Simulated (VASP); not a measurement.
Input of a VASP 6.6.1 run:

The input POSCAR:

```
CdS
1.0
    4.2611695877      0.0000000000      0.0000000000
   -2.1305847939      3.6902811128      0.0000000000
    0.0000000000      0.0000000000      5.8041729400
Cd S
1 1
Direct
    0.0000000000      0.0000000000      0.4426919200
    0.6666666667      0.3333333333      0.4343080800
```

File INCAR.step1:

```
SYSTEM = CdS
PREC     = Accurate       ! precision mode
ENCUT    = 600            ! plane-wave cutoff, eV
ISMEAR   = 1              ! smearing method
SIGMA    = 0.025          ! smearing width, eV
LREAL    = .False.        ! projectors in reciprocal space
LASPH    = .True.         ! aspherical terms in the spheres
NELM     = 120            ! most SCF steps
NBANDS   = 20             ! bands
GGA      = PE             ! functional
ALGO     = Normal         ! electronic algorithm
EDIFF    = 1E-5           ! SCF threshold, eV
LWAVE    = .True.         ! write WAVECAR
LCHARG   = .False.        ! write CHGCAR
GGA_COMPAT= .False.
```

The input INCAR.step2:

```
SYSTEM = CdS
PREC     = Accurate       ! precision mode
ENCUT    = 600            ! plane-wave cutoff, eV
EDIFF    = 1E-6           ! SCF threshold, eV
ISMEAR   = 1              ! smearing method
SIGMA    = 0.025          ! smearing width, eV
LREAL    = .False.        ! projectors in reciprocal space
LASPH    = .True.         ! aspherical terms in the spheres
NELM     = 120            ! most SCF steps
ALGO     = Normal         ! electronic algorithm
ISIF     = 2              ! what is computed and relaxed
LWAVE    = .False.        ! write WAVECAR
LCHARG   = .False.        ! write CHGCAR
METAGGA  = R2SCAN         ! meta-GGA
LMIXTAU  = .True.       
NBANDS   = 20             ! bands
ISTART   = 1            
GGA_COMPAT= .False.
```

File KPOINTS:

```
Automatic mesh
0
Gamma
  6 6 4
  0 0 0
```

Potentials or basis: VASP PAW PBE potentials, release 64 (Cd_sv_GW, S).

Run with:

```sh
$ cat potpaw_PBE.64/Cd_sv_GW/POTCAR potpaw_PBE.64/S/POTCAR > POTCAR
$ cp INCAR.step1 INCAR
$ mpirun -np 1 vasp_std > vasp.out
$ cp INCAR.step2 INCAR
$ mpirun -np 1 vasp_std > vasp.out
```

Problem. Estimate the pressure.

Solution. -1.1 GPa.

Problem. Estimate the band gap on the k mesh.

Solution. 1.90 eV, indirect (the least direct gap lies 4.3 meV higher).

Forces in eV/Å, atoms in the order of the input:
```
Cd   0.000  0.000 -0.016
S    0.000  0.000  0.016
```

Caveat: the PAW data sets were made with another functional, which shifts forces and pressure a little. r2SCAN opens gaps a little over a GGA but as a rule still falls short of measured ones.
